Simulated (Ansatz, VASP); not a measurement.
**Y3Be2 in VASP and in Ansatz**

Contents of INCAR:

```
SYSTEM = Y3Be2
ALGO = Fast
EDIFF = 1E-6
EDIFFG = -0.01
ENCUT = 600
GGA = PE
IBRION = 2
ISIF = 3
ISMEAR = 0
LASPH = .True.
LCHARG = .False.
LREAL = .False.
LWAVE = .False.
NELM = 100
NSW = 100
PREC = Accurate
SIGMA = 0.1
```

The input KPOINTS:

```
k-points
0
Gamma
  8 8 8
  0 0 0
```

File POSCAR:

```
Y3Be2
1.0
    5.1381977553      0.0000000000      0.0000000000
    0.0000000000      5.1381977553      0.0000000000
    0.0000000000      0.0000000000      5.1381977553
Y Be
3 2
Direct
    0.0000000000      0.5000000000      0.5000000000
    0.5000000000      0.0000000000      0.5000000000
    0.5000000000      0.5000000000      0.0000000000
    0.0000000000      0.0000000000      0.0000000000
    0.5000000000      0.5000000000      0.5000000000
```

Input for Ansatz:

```yaml
crystal:
  lattice:
    - [5.1381977553, 0.0, 0.0]
    - [0.0, 5.1381977553, 0.0]
    - [0.0, 0.0, 5.1381977553]
  atoms:
    - { symbol: "Y", position: [0.0, 0.5, 0.5] }
    - { symbol: "Y", position: [0.5, 0.0, 0.5] }
    - { symbol: "Y", position: [0.5, 0.5, 0.0] }
    - { symbol: Be, position: [0.0, 0.0, 0.0] }
    - { symbol: Be, position: [0.5, 0.5, 0.5] }
basis:
  ecutwfc: 420
kpoints:
  mp_grid: { grid: [8, 8, 8] }
hamiltonian:
  xc: pbe
scf:
  occupations: { method: gaussian, width: 0.1 }
output:
  forces: true
  stress: true
  eigenvalues: true
  write_density: true
  write_potential: true
  elf: true
  volumetric_format: npy
relax:
  adjacent_minimum: "off"
  f_tol: 0.01
  max_steps: 80
  cell: { stress_tol: 0.05 }
```

Alike in both runs: task relaxation of cell and atoms; functional PBE; k mesh 8 × 8 × 8; occupations gaussian, width 0.1 eV; no spin polarisation.

|  | VASP | Ansatz |
| --- | --- | --- |
| version | VASP 6.6.1 | Ansatz 0.2.0 |
| potentials or method | VASP PAW PBE potentials, release 64 (Y_sv, Be), cutoff 600 eV | scalar-relativistic, plane waves, PAW |
| valence electrons in the cell | 37 | 37 |

|  | VASP | Ansatz | Ansatz less VASP |
| --- | --- | --- | --- |
| gap on the k mesh at the Fermi level, each at its own relaxed structure (eV) | none | none | - |
| relaxed volume (Å³/atom) | 27.27 | 27.30 | +0.031 |
| relaxed cell length with the largest relative difference (Å) | 5.147 | 5.149 | +0.0020 |

A gap of «none» marks a metal or a gap that the smearing closes.
